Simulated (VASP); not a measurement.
Here is a VASP 6.6.1 calculation.

The input POSCAR:

```
HfO2
1.0
    3.5768243321      0.0000000000      0.0000000000
    0.0000000000      3.5768243321      0.0000000000
    0.0000000000      0.0000000000      5.2026739521
Hf O
2 4
Direct
    0.5000000000      0.4942784283      0.5000000000
    0.0000000000     -0.0057215717      0.0000000000
    0.0000000000      0.5629049624      0.6961635346
    0.5000000000      0.0629049624      0.8038364654
    0.5000000000      0.0009260196      0.3038364654
    0.0000000000      0.5009260196      0.1961635346
```

The input INCAR.step1:

```
PREC     = Accurate       # precision mode
ENCUT    = 520            # plane-wave cutoff, eV
ISMEAR   = 0              # smearing method
SIGMA    = 0.05           # smearing width, eV
LREAL    = False          # projectors in reciprocal space
LASPH    = True           # aspherical terms in the spheres
NELM     = 80             # most SCF steps
NBANDS   = 31             # bands
GGA      = PE             # functional
ALGO     = Normal         # electronic algorithm
EDIFF    = 1E-4           # SCF threshold, eV
LWAVE    = True           # write WAVECAR
LCHARG   = False          # write CHGCAR
```

Contents of INCAR.step2:

```
PREC     = Accurate       # precision mode
ENCUT    = 520            # plane-wave cutoff, eV
EDIFF    = 1E-6           # SCF threshold, eV
ISMEAR   = 0              # smearing method
SIGMA    = 0.05           # smearing width, eV
LREAL    = False          # projectors in reciprocal space
LASPH    = True           # aspherical terms in the spheres
NELM     = 80             # most SCF steps
ALGO     = Normal         # electronic algorithm
ISIF     = 2              # what is computed and relaxed
LWAVE    = False          # write WAVECAR
LCHARG   = False          # write CHGCAR
METAGGA  = R2SCAN         # meta-GGA
LMIXTAU  = True         
NBANDS   = 31             # bands
ISTART   = 1
```

The input KPOINTS:

```
Automatic mesh
0
Gamma
  6 6 6
```

Potentials or basis: VASP PAW PBE potentials, release 64 (Hf_pv, O).

Command:

```bash
$ cat potpaw_PBE.64/Hf_pv/POTCAR potpaw_PBE.64/O/POTCAR > POTCAR
$ cp INCAR.step1 INCAR
$ mpirun -np 1 vasp_std > vasp.out
$ cp INCAR.step2 INCAR
$ mpirun -np 1 vasp_std > vasp.out
```

Problem. Estimate the largest force.

Solution. 0.416 eV/Å.

Problem. Estimate the band gap on the k mesh.

Solution. 5.12 eV, indirect (least direct gap 5.23 eV).

Stress tensor (GPa, compression positive):
```
-4.89  0.00  0.00
 0.00 -0.59  0.00
 0.00  0.00 -3.78
```

Caveat: the cell differs from its parent crystal (mode 4 (59.8 1/cm) frozen in, largest displacement +0.225 Å); the PAW data sets were made with another functional, which shifts forces and pressure a little; spin-orbit coupling is left out, which moves the levels of the heavy elements. A k mesh can miss the band edges.
